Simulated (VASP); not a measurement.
# Yb2TiH6 in VASP: density of states with PBE

Aim: the density of states of Yb2TiH6 with PBE.

All numbers are computed with VASP 6.6.1; they aren't measurements. Logs are shortened: lines on timing, memory, paths and dates and some standing lists are left out, and cuts for length are marked.

## Step 1: The cell of the first run

The typed cell holds 9 atoms: a = 5.127 Å, b = 5.127 Å, c = 3.818 Å, α = 90.00°, β = 90.00°, γ = 120.00°.

## Step 2: Density of states, PBE, collinear spin, ferromagnetic start

Contents of POSCAR:

```
Yb2TiH6
1.0
    5.1272417300      0.0000000000      0.0000000000
   -2.5636208700      4.4403245600      0.0000000000
    0.0000000000      0.0000000000      3.8181584400
Yb Ti H
2 1 6
Direct
    0.3333000000      0.6667000000      0.2641000000
    0.6667000000      0.3333000000      0.7359000000
    0.0000000000      0.0000000000      0.0000000000
    0.8221000000      0.1779000000      0.2430000000
    0.8221000000      0.6442000000      0.2430000000
    0.3558000000      0.1779000000      0.2430000000
    0.1779000000      0.8221000000      0.7570000000
    0.6442000000      0.8221000000      0.7570000000
    0.1779000000      0.3558000000      0.7570000000
```

Contents of INCAR.step1:

```
SYSTEM = Yb2TiH6
PREC = Accurate
ENCUT = 520
EDIFF = 1E-6
ISMEAR = -1
SIGMA = 0.1
LREAL = .False.
LASPH = .True.
NELM = 150
ALGO = Normal
ISIF = 2
LWAVE = .False.
LCHARG = .True.
ISPIN = 2
MAGMOM = 0.07 0.07 0.81 0.01 0.01 0.01 0.01 0.01 0.01
LMAXMIX = 6
GGA = PE
NBANDS = 47
```

Contents of KPOINTS.step1:

```
regular mesh
0
Gamma
  4 4 5
  0 0 0
```

Contents of INCAR.step2:

```
SYSTEM = Yb2TiH6
PREC = Accurate
ENCUT = 520
EDIFF = 1E-6
ISMEAR = -5
SIGMA = 0.1
LREAL = .False.
LASPH = .True.
NELM = 150
ALGO = Normal
ISIF = 2
LWAVE = .False.
LCHARG = .False.
ISPIN = 2
MAGMOM = 0.07 0.07 0.81 0.01 0.01 0.01 0.01 0.01 0.01
LORBIT = 11
LMAXMIX = 6
GGA = PE
NBANDS = 47
NEDOS = 2001
ICHARG = 11
```

Contents of KPOINTS.step2:

```
regular mesh
0
Gamma
  6 6 8
  0 0 0
```

Potentials or basis: VASP PAW PBE potentials, release 64 (Yb, Ti_sv, H).

Run with:

```bash
cat potpaw_PBE.64/Yb/POTCAR potpaw_PBE.64/Ti_sv/POTCAR potpaw_PBE.64/H/POTCAR > POTCAR
cp INCAR.step1 INCAR
cp KPOINTS.step1 KPOINTS
mpirun -np 1 vasp_std > vasp.out
cp INCAR.step2 INCAR
cp KPOINTS.step2 KPOINTS
mpirun -np 1 vasp_std > vasp.out
```

OUTCAR:

```text
SYSTEM = Yb2TiH6
   PREC = Accurate
   ENCUT = 520
   EDIFF = 1E-6
   ISMEAR = -5
   LREAL = .False.
   LASPH = .True.
   NELM = 150
   ISIF = 2
   ISPIN = 2
   LORBIT = 11
   GGA = PE
   ICHARG = 11

 ion  position               nearest neighbor table
   1  0.333  0.667  0.264-   7 2.33   8 2.33   9 2.33   3 3.13   3 3.13   3 3.13   2 3.46   2 3.46
                             2 3.47   2 3.58   2 3.58   2 3.58
   2  0.667  0.333  0.736-   4 2.33   6 2.33   5 2.33   3 3.13   3 3.13   3 3.13   1 3.46   1 3.46
                             1 3.47   1 3.58   1 3.58   1 3.58
   3  0.000  0.000  0.000-   6 1.83   8 1.83   7 1.83   4 1.83   5 1.83   9 1.83   1 3.13   2 3.13
                             2 3.13   1 3.13   2 3.13   1 3.13
   4  0.822  0.178  0.243-   3 1.83   2 2.33
   5  0.822  0.644  0.243-   3 1.83   2 2.33
   6  0.356  0.178  0.243-   3 1.83   2 2.33
   7  0.178  0.822  0.757-   3 1.83   1 2.33
   8  0.644  0.822  0.757-   3 1.83   1 2.33
   9  0.178  0.356  0.757-   3 1.83   1 2.33

  LATTYP: Found a hexagonal cell.
 ALAT       =     5.1272417300
 C/A-ratio  =     0.7446807935

  Lattice vectors:

 A1 = (   5.1272417300,   0.0000000000,   0.0000000000)
 A2 = (  -2.5636208700,   4.4403245600,   0.0000000000)
 A3 = (   0.0000000000,   0.0000000000,   3.8181584400)

Analysis of symmetry for initial positions (statically):
=====================================================================
 Subroutine PRICEL returns:
 Original cell was already a primitive cell.

 Routine SETGRP: Setting up the symmetry group for a
 hexagonal supercell.

 Subroutine GETGRP returns: Found  4 space group operations
 (whereof  4 operations were pure point group operations)
 out of a pool of 24 trial point group operations.

The static configuration has the point symmetry C_2h.

Analysis of symmetry for dynamics (positions and initial velocities):
=====================================================================
 Subroutine PRICEL returns:
 Original cell was already a primitive cell.

 Routine SETGRP: Setting up the symmetry group for a
 hexagonal supercell.

 Subroutine GETGRP returns: Found  4 space group operations
 (whereof  4 operations were pure point group operations)
 out of a pool of 24 trial point group operations.
[... 175 lines left out ...]
  free energy    TOTEN  =       -38.52411216 eV

  energy without entropy =      -38.52411216  energy(sigma->0) =      -38.52411216

 E-fermi :   3.8115     XC(G=0): -10.9550

 val. band max:        3.9006778123   @ k =   0.3333   0.3333   0.1250
 cond. band min:       3.8031109894   @ k =  -0.1667   0.3333   0.5000
 fundamental gap:     -0.0975668229
 Fermi energy:         3.8114840592

 spin component 1

 k-point     1 :       0.0000    0.0000    0.0000
  band No.  band energies     occupation
      1     -52.9283      1.00000
      2     -47.8781      1.00000
      3     -47.8433      1.00000
      4     -29.3515      1.00000
      5     -29.2011      1.00000
      6     -29.2011      1.00000
[... 1141 lines left out ...]
     44       9.4407      0.00000
     45      10.5204      0.00000

 [... further k-points ...]

 spin component 2

 k-point     1 :       0.0000    0.0000    0.0000
  band No.  band energies     occupation
      1     -52.9283      1.00000
      2     -47.8781      1.00000
      3     -47.8433      1.00000
      4     -29.3516      1.00000
      5     -29.2012      1.00000
      6     -29.2010      1.00000
[... 1141 lines left out ...]
     44       9.4407      0.00000
     45      10.5202      0.00000

 [... further k-points ...]

 [bands above 45 left out]

------------------------ aborting loop because EDIFF is reached ----------------------------------------

  FORCE on cell =-STRESS in cart. coord.  units (eV):
  Direction    XX          YY          ZZ          XY          YZ          ZX
  --------------------------------------------------------------------------------------
  -------------------------------------------------------------------------------------
  Total      -26.6209373    -26.6399895    -30.6696987     -0.0164688     -0.0030446      0.0052729
  in kB     -490.6609222   -491.0120805   -565.2852280     -0.3035427     -0.0561154      0.0971870
  external PRESSURE =    -515.6527436 kB  Pullay stress =       0.0000000 kB

 VOLUME and BASIS-vectors are now :
 -----------------------------------------------------------------------------
  energy-cutoff  :      520.00
  volume of cell :       86.93
      direct lattice vectors                 reciprocal lattice vectors
     5.127241730  0.000000000  0.000000000     0.195036640  0.112604382  0.000000000
    -2.563620870  4.440324560  0.000000000     0.000000000  0.225208763  0.000000000
     0.000000000  0.000000000  3.818158440     0.000000000  0.000000000  0.261906366

 POSITION                                       TOTAL-FORCE (eV/Angst)
 -----------------------------------------------------------------------------------
     -0.00026      2.96036      1.00838         0.000649     -0.000375     -0.043026
      2.56388      1.47996      2.80978        -0.000649      0.000375      0.043026
      0.00000      0.00000      0.00000         0.000000      0.000000      0.000000
      3.75904      0.78993      0.92781        -0.491164      0.283574      0.044854
      2.56362      2.86046      0.92781        -0.000376     -0.568846      0.043225
      1.36820      0.78993      0.92781         0.492446      0.284748      0.043225
     -1.19542      3.65039      2.89035         0.491164     -0.283574     -0.044854
      1.19542      3.65039      2.89035        -0.492446     -0.284748     -0.043225
     -0.00000      1.57987      2.89035         0.000376      0.568846     -0.043225
 -----------------------------------------------------------------------------------
    total drift:                                0.000000     -0.000000     -0.000000

  FREE ENERGIE OF THE ION-ELECTRON SYSTEM (eV)
  ---------------------------------------------------
  free  energy   TOTEN  =       -38.5241121629 eV

  energy  without entropy=      -38.5241121629  energy(sigma->0) =      -38.52411216

 total charge

# of ion       s       p       d       f       tot
--------------------------------------------------
    1        2.132   6.034   0.416  13.616  22.198
    2        2.132   6.034   0.416  13.616  22.198
    3        2.192   6.175   1.951   0.000  10.318
    4        0.548   0.009   0.000   0.000   0.558
    5        0.548   0.009   0.000   0.000   0.558
    6        0.548   0.009   0.000   0.000   0.558
    7        0.548   0.009   0.000   0.000   0.558
    8        0.548   0.009   0.000   0.000   0.558
    9        0.548   0.009   0.000   0.000   0.558
--------------------------------------------------
tot          9.746  18.298   2.784  27.232  58.060

 magnetization (x)

# of ion       s       p       d       f       tot
--------------------------------------------------
    1       -0.000  -0.000  -0.000   0.000   0.000
    2       -0.000  -0.000  -0.000   0.000   0.000
    3       -0.000  -0.000  -0.000   0.000  -0.000
    4        0.000   0.000   0.000   0.000   0.000
    5       -0.000  -0.000   0.000   0.000  -0.000
    6       -0.000  -0.000   0.000   0.000  -0.000
    7        0.000   0.000   0.000   0.000   0.000
    8       -0.000  -0.000   0.000   0.000  -0.000
    9       -0.000  -0.000   0.000   0.000  -0.000
--------------------------------------------------
tot          0.000  -0.000  -0.000   0.000   0.000
```

OUTCAR.step1:

```text
SYSTEM = Yb2TiH6
   PREC = Accurate
   ENCUT = 520
   EDIFF = 1E-6
   ISMEAR = -1
   LREAL = .False.
   LASPH = .True.
[... 2581 lines left out ...]
     -1.19542      3.65039      2.89035         0.446938     -0.258040     -0.008123
      1.19542      3.65039      2.89035        -0.447232     -0.257890     -0.008198
     -0.00000      1.57987      2.89035        -0.000277      0.516260     -0.008198
 -----------------------------------------------------------------------------------
    total drift:                               -0.000000     -0.000000      0.000000

  FREE ENERGIE OF THE ION-ELECTRON SYSTEM (eV)
  ---------------------------------------------------
  free  energy   TOTEN  =       -38.6608114692 eV

  energy  without entropy=      -38.4133942919  energy(sigma->0) =      -38.53710288
```

Run time: 9.6 min. Hardware: 1 thread of Intel Xeon 6975P-C (Granite Rapids), shared host; peak memory 0.65 GiB.

What came out:

* Net moment: 0.00 μB per cell
* Valence electrons inside the program's atomic spheres: Yb 22.20; Ti 10.32; H 0.56

Caveat: spin-orbit coupling is left out, which moves the levels of the heavy elements; without U or exact exchange the open f shell lies at the Fermi level, which spoils levels, moments and volumes; tetrahedron occupations give inexact forces and stress in metals. The state reached can hang on the start; a lower one may exist.
